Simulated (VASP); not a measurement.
# In2S (P-4m2) in VASP: relaxation of cell and atoms with PBE

Aim: the relaxation of cell and atoms of In2S with PBE.

Everything below comes from runs of VASP 6.6.1. Logs are shortened: lines on timing, memory, paths and dates and some standing lists are left out, and cuts for length are marked.

## (1) The cell of the first run

Symmetry: P-4m2, No. 115, tetragonal system. The conventional cell has a = 3.990 Å, b = 3.990 Å, c = 5.414 Å, α = 90.00°, β = 90.00°, γ = 90.00°. In (site symmetry 2mm) has 2 S at 2.71 Å and 4 In at 3.32 Å within 3.6 Å. S (site symmetry -4m2) has 4 In at 2.71 Å within 3.6 Å.

## (2) Relaxation of cell and atoms, PBE (atoms taken out)

INCAR reads:

```
SYSTEM = In2S
ALGO = Normal
EDIFF = 1E-6
EDIFFG = -0.01
ENCUT = 600
GGA = PE
IBRION = 2
ISIF = 3
ISMEAR = 0
LASPH = .True.
LCHARG = .False.
LREAL = .False.
LWAVE = .False.
NELM = 60
NSW = 100
PREC = Accurate
SIGMA = 0.1
```

KPOINTS reads:

```
k-points
0
Gamma
  12 12 10
  0 0 0
```

POSCAR reads:

```
In2S
1.0
    3.9898927537      0.0000000000      0.0000000000
    0.0000000000      3.9898927537      0.0000000000
    0.0000000000      0.0000000000      5.4135164343
In S
2 1
Direct
    0.5000000000      0.0000000000      0.6613497036
    0.0000000000      0.5000000000      0.3386502964
    0.0000000000      0.0000000000      0.0000000000
```

Potentials or basis: VASP PAW PBE potentials, release 64 (In_d, S).

Run with:

```console
$ cat potpaw_PBE.64/In_d/POTCAR potpaw_PBE.64/S/POTCAR > POTCAR
$ mpirun -np 1 vasp_std > vasp.out
```

OUTCAR:

```text
SYSTEM = In2S
   EDIFF = 1E-6
   EDIFFG = -0.01
   ENCUT = 600
   GGA = PE
   IBRION = 2
   ISIF = 3
   ISMEAR = 0
   LASPH = .True.
   LREAL = .False.
   NELM = 60
   NSW = 100
   PREC = Accurate

 ion  position               nearest neighbor table
   1  0.500  0.000  0.661-   3 2.71   3 2.71   2 3.32   2 3.32   2 3.32   2 3.32
   2  0.000  0.500  0.339-   3 2.71   3 2.71   1 3.32   1 3.32   1 3.32   1 3.32
   3  0.000  0.000  0.000-   1 2.71   2 2.71   2 2.71   1 2.71

  LATTYP: Found a simple tetragonal cell.
 ALAT       =     3.9898927537
 C/A-ratio  =     1.3568075055

  Lattice vectors:

 A1 = (   3.9898927537,   0.0000000000,   0.0000000000)
 A2 = (   0.0000000000,   3.9898927537,   0.0000000000)
 A3 = (   0.0000000000,   0.0000000000,   5.4135164343)

Analysis of symmetry for initial positions (statically):
=====================================================================
 Subroutine PRICEL returns:
 Original cell was already a primitive cell.

 Routine SETGRP: Setting up the symmetry group for a
 simple tetragonal supercell.

 Subroutine GETGRP returns: Found  8 space group operations
 (whereof  8 operations were pure point group operations)
 out of a pool of 16 trial point group operations.

The static configuration has the point symmetry D_2d.

Analysis of symmetry for dynamics (positions and initial velocities):
=====================================================================
 Subroutine PRICEL returns:
 Original cell was already a primitive cell.

 Routine SETGRP: Setting up the symmetry group for a
 simple tetragonal supercell.

 Subroutine GETGRP returns: Found  8 space group operations
 (whereof  8 operations were pure point group operations)
 out of a pool of 16 trial point group operations.

The dynamic configuration has the point symmetry D_2d.

 Subroutine INISYM returns: Found  8 space group operations
 (whereof  8 operations are pure point group operations),
 and found     1 'primitive' translations

----------------------------------------------------------------------------------------

                                     Primitive cell

  volume of cell :      86.1791

  direct lattice vectors                    reciprocal lattice vectors
     3.989892754  0.000000000  0.000000000     0.250633303  0.000000000  0.000000000
     0.000000000  3.989892754  0.000000000     0.000000000  0.250633303  0.000000000
     0.000000000  0.000000000  5.413516434     0.000000000  0.000000000  0.184722816

  length of vectors
     3.989892754  3.989892754  5.413516434     0.250633303  0.250633303  0.184722816

  position of ions in fractional coordinates (direct lattice)
     0.500000000  0.000000000  0.661349704
     0.000000000  0.500000000  0.338650296
     0.000000000  0.000000000  0.000000000

  ion indices of the primitive-cell ions
   primitive index   ion index
                 1           1
                 2           2
                 3           3

----------------------------------------------------------------------------------------

 KPOINTS: k-points

Automatic generation of k-mesh.
 Grid dimensions read from file:
 generate k-points for:   12   12   10

 Generating k-lattice:

  Cartesian coordinates                     Fractional coordinates (reciprocal lattice)
     0.020886109  0.000000000  0.000000000     0.083333333  0.000000000  0.000000000
     0.000000000  0.020886109  0.000000000     0.000000000  0.083333333  0.000000000
     0.000000000  0.000000000  0.018472282     0.000000000  0.000000000  0.100000000

  Length of vectors
     0.020886109  0.020886109  0.018472282

  Shift w.r.t. Gamma in fractional coordinates (k-lattice)
     0.000000000  0.000000000  0.000000000

 Subroutine IBZKPT returns following result:
 ===========================================

 Found    168 irreducible k-points:

 Following reciprocal coordinates:
            Coordinates               Weight
  0.000000  0.000000  0.000000      1.000000
  0.083333  0.000000  0.000000      4.000000
  0.166667  0.000000  0.000000      4.000000
  0.250000  0.000000  0.000000      4.000000
  0.333333  0.000000  0.000000      4.000000
  0.416667  0.000000  0.000000      4.000000
[... 16 lines left out ...]
  0.333333  0.333333  0.000000      4.000000
  0.416667  0.333333  0.000000      8.000000
 [... further k-points ...]
   k-points           NKPTS =    168   k-points in BZ     NKDIM =    168   number of bands    NBANDS=     20
   number of dos      NEDOS =    301   number of ions     NIONS =      3
   total plane-waves  NPLWV =  49152
   dimension x,y,z NGX =    32 NGY =   32 NGZ =   48
   dimension x,y,z NGXF=    64 NGYF=   64 NGZF=   96
   ions per type =               2   1
   NGX,Y,Z   is equivalent  to a cutoff of  13.33, 13.33, 14.74 a.u.
   NGXF,Y,Z  is equivalent  to a cutoff of  26.67, 26.67, 29.48 a.u.
 SYSTEM =  In2S
   PREC   = accura    normal or accurate (medium, high low for compatibility)
   ISTART =      0    job   : 0-new  1-cont  2-samecut
   ICHARG =      2    charge: 1-file 2-atom 10-const
   ISPIN  =      1    spin polarized calculation?
   LNONCOLLINEAR =      F non collinear calculations
   LSORBIT =      F    spin-orbit coupling
   LASPH  =      T    aspherical Exc in radial PAW
   ENCUT  =  600.0 eV  44.10 Ry    6.64 a.u.   7.97  7.97 10.81*2*pi/ulx,y,z
   NELM   =     60;   NELMIN=  2; NELMDL= -5     # of ELM steps
   EDIFF  = 0.1E-05   stopping-criterion for ELM
   LREAL  =      F    real-space projection
   EDIFFG = -.1E-01   stopping-criterion for IOM
   NSW    =    100    number of steps for IOM
   IBRION =      2    ionic relax: 0-MD 1-quasi-New 2-CG
   NFREE  =      1    steps in history (QN), initial steepest desc. (CG)
   ISIF   =      3    stress and relaxation
   ISYM   =      2    0-nonsym 1-usesym 2-fastsym
   POTIM  = 0.5000    time-step for ionic-motion
   TEBEG  =    0.0;   TEEND  =   0.0 temperature during run
   PSTRESS=    0.0 pullay stress
   NELECT =      32.0000    total number of electrons
   NUPDOWN=      -1.0000    fix difference up-down
   EMIN   =  10.00;   EMAX   =-10.00  energy-range for DOS
   EFERMI =   0.00;   METHOD = LEGACY
   ISMEAR =     0;   SIGMA  =   0.10  broadening in eV -4-tet -1-fermi 0-gaus
   EFERMI_NEDOS =   21; number of points for ismear=-14 and -15
   IALGO  =     38    algorithm
   IMIX   =      4    mixing-type and parameters
     AMIX     =   0.40;   BMIX     =  1.00
     AMIX_MAG =   1.60;   BMIX_MAG =  1.00
  volume/ion in A,a.u.               =      28.73       193.86
  Fermi-wavevector in a.u.,A,eV,Ry     =   1.176678  2.223598 18.838224  1.384570
  Thomas-Fermi vector in A             =   2.313037
   LORBIT       =      0    0 simple, 1 ext, 2 COOP (PROOUT), +10 PAW based schemes
   GGA     = PE    functional components
   LHFCALC =     F    Hartree Fock is set to
   AEXX    =    0.0000 exact exchange contribution
   IVDW    =     0    specifies the selected vdW correction
   LEPSILON=     F    determine dielectric tensor
   LRPA    =     F    only Hartree local field effects (RPA)
 conjugate gradient relaxation of ions
 non-spin polarized calculation
 Gauss-broadening in eV      SIGMA  =   0.10
  energy-cutoff  :      600.00
  volume of cell :       86.18
 maximum number of plane-waves:      2920
 NGX is ok and might be reduce to    32
   NGX = 15   NGY = 15   NGZ = 21

--------------------------------------- Ionic step        1  -------------------------------------------

 number of electron      32.0000016 magnetization

 Free energy of the ion-electron system (eV)
  ---------------------------------------------------
  ext. energy  EPLUGINS =         0.00000000
  ---------------------------------------------------
  free energy    TOTEN  =       -10.06496280 eV

  energy without entropy =      -10.06213193  energy(sigma->0) =      -10.06354737

------------------------ aborting loop because EDIFF is reached ----------------------------------------

  FORCE on cell =-STRESS in cart. coord.  units (eV):
  Direction    XX          YY          ZZ          XY          YZ          ZX
  --------------------------------------------------------------------------------------
  -------------------------------------------------------------------------------------
  Total       -0.3156406     -0.3156406     -0.1181995      0.0000000      0.0000000      0.0000000
  in kB       -5.8681551     -5.8681551     -2.1974763      0.0000000      0.0000000      0.0000000
  external PRESSURE =      -4.6445955 kB  Pullay stress =       0.0000000 kB

 VOLUME and BASIS-vectors are now :
 -----------------------------------------------------------------------------
  energy-cutoff  :      600.00
  volume of cell :       86.18
      direct lattice vectors                 reciprocal lattice vectors
     3.989892754  0.000000000  0.000000000     0.250633303  0.000000000  0.000000000
     0.000000000  3.989892754  0.000000000     0.000000000  0.250633303  0.000000000
     0.000000000  0.000000000  5.413516434     0.000000000  0.000000000  0.184722816
[... 223 lines left out ...]
 POSITION                                       TOTAL-FORCE (eV/Angst)
 -----------------------------------------------------------------------------------
      1.97121      0.00000      3.58636         0.000000      0.000000      0.007420
      0.00000      1.97121      1.84276         0.000000     -0.000000     -0.007420
      0.00000      0.00000      0.00000        -0.000000      0.000000      0.000000
 -----------------------------------------------------------------------------------
    total drift:                                0.000000      0.000000      0.000000

  FREE ENERGIE OF THE ION-ELECTRON SYSTEM (eV)
  ---------------------------------------------------
  free  energy   TOTEN  =       -10.0683065028 eV

  energy  without entropy=      -10.0657643840  energy(sigma->0) =      -10.06703544

--------------------------------------- Ionic step        8  -------------------------------------------

 number of electron      32.0000002 magnetization

 Free energy of the ion-electron system (eV)
  ---------------------------------------------------
  ext. energy  EPLUGINS =         0.00000000
  ---------------------------------------------------
  free energy    TOTEN  =       -10.06832812 eV

  energy without entropy =      -10.06575518  energy(sigma->0) =      -10.06704165

 E-fermi :   5.2434     XC(G=0):  -9.1840

 val. band max:        5.1910148362   @ k =   0.2500   0.1667   0.1000
 cond. band min:       5.2534396653   @ k =   0.2500   0.0000   0.0000
 fundamental gap:      0.0624248291
 Fermi energy:         5.2433819845

 k-point     1 :       0.0000    0.0000    0.0000
  band No.  band energies     occupation
      1      -9.5123      2.00000
      2      -9.3102      2.00000
      3      -9.2935      2.00000
      4      -9.2935      2.00000
      5      -9.2757      2.00000
      6      -9.2071      2.00000
[... 12 lines left out ...]
     19       8.8816      0.00000
     20      10.0655      0.00000
[... 507 lines left out ...]
 k-point    24 :       0.4167    0.3333    0.0000
  band No.  band energies     occupation
      1      -9.5504      2.00000
      2      -9.3516      2.00000
      3      -9.2768      2.00000
      4      -9.2460      2.00000
      5      -9.2226      2.00000
      6      -9.2143      2.00000
[... 12 lines left out ...]
     19       7.4017      0.00000
     20       8.8000      0.00000

 [... further k-points ...]
[... 5 lines left out ...]
  --------------------------------------------------------------------------------------
  -------------------------------------------------------------------------------------
  Total       -0.0036645     -0.0036645     -0.0039603      0.0000000     -0.0000000      0.0000000
  in kB       -0.0694650     -0.0694650     -0.0750716      0.0000000     -0.0000000      0.0000000
  external PRESSURE =      -0.0713339 kB  Pullay stress =       0.0000000 kB

 VOLUME and BASIS-vectors are now :
 -----------------------------------------------------------------------------
  energy-cutoff  :      600.00
  volume of cell :       84.52
      direct lattice vectors                 reciprocal lattice vectors
     3.944435933  0.000000000  0.000000000     0.253521674  0.000000000  0.000000000
     0.000000000  3.944435933 -0.000000000     0.000000000  0.253521674 -0.000000000
     0.000000000  0.000000000  5.432347797     0.000000000  0.000000000  0.184082470

 POSITION                                       TOTAL-FORCE (eV/Angst)
 -----------------------------------------------------------------------------------
      1.97222      0.00000      3.58902         0.000000      0.000000      0.008710
      0.00000      1.97222      1.84333         0.000000     -0.000000     -0.008710
      0.00000      0.00000      0.00000         0.000000     -0.000000      0.000000
 -----------------------------------------------------------------------------------
    total drift:                                0.000000      0.000000      0.000000

  FREE ENERGIE OF THE ION-ELECTRON SYSTEM (eV)
  ---------------------------------------------------
  free  energy   TOTEN  =       -10.0683281167 eV

  energy  without entropy=      -10.0657551775  energy(sigma->0) =      -10.06704165

 reached required accuracy - stopping structural energy minimisation
```

It took 11 min on 1 thread of AMD EPYC 9R45 (Zen 5), shared host; peak memory 0.43 GiB.

Results:

| Item | Value |
| --- | --- |
| Free energy | -10.0683 eV |
| Relaxed volume | 28.17 Å³/atom |
| Relaxed cell | a = 3.944 Å, b = 3.944 Å, c = 5.432 Å, α = 90.00°, β = 90.00°, γ = 90.00° |
| Space group after relaxing (to 0.1 Å) | P-4m2 (No. 115) |
| Energy gained by relaxing | 1.1 meV/atom |
| Ionic steps | 8 |
| Pressure after relaxing | 0.0 GPa |
| Largest force after relaxing | 0.009 eV/Å |
| Band gap on the k mesh | zero (bands 16 and 17 overlap by 2.87 eV) |

Forces in eV/Å, atoms in the order of the input:
```
In   0.000  0.000  0.009
In   0.000  0.000 -0.009
S    0.000  0.000  0.000
```

The path:
| step | energy change (eV) | largest force (eV/Å) | pressure (GPa) | volume (Å³) |
| --- | --- | --- | --- | --- |
| 1 | 0.0000 | 0.0048 | -0.46 | 86.18 |
| 2 | -0.0022 | 0.0325 | -0.08 | 85.14 |
| 3 | -0.0024 | 0.0502 | 0.10 | 84.66 |
| 4 | -0.0032 | 0.0180 | 0.06 | 84.50 |
| 5 | -0.0033 | 0.0004 | 0.05 | 84.41 |
| 6 | -0.0033 | 0.0058 | 0.04 | 84.39 |
| 7 | -0.0033 | 0.0074 | 0.05 | 84.38 |
| 8 | -0.0034 | 0.0087 | -0.01 | 84.52 |

Final structure:
```
In S
1.0
     3.94444    0.00000    0.00000
     0.00000    3.94444    0.00000
     0.00000    0.00000    5.43235
In S
2 1
Direct
  0.50000 0.00000 0.66068
  0.00000 0.50000 0.33932
  0.00000 0.00000 0.00000
```

Caveat: the cell differs from its parent crystal (atoms taken out); spin-orbit coupling is left out, which moves the levels of the heavy elements.
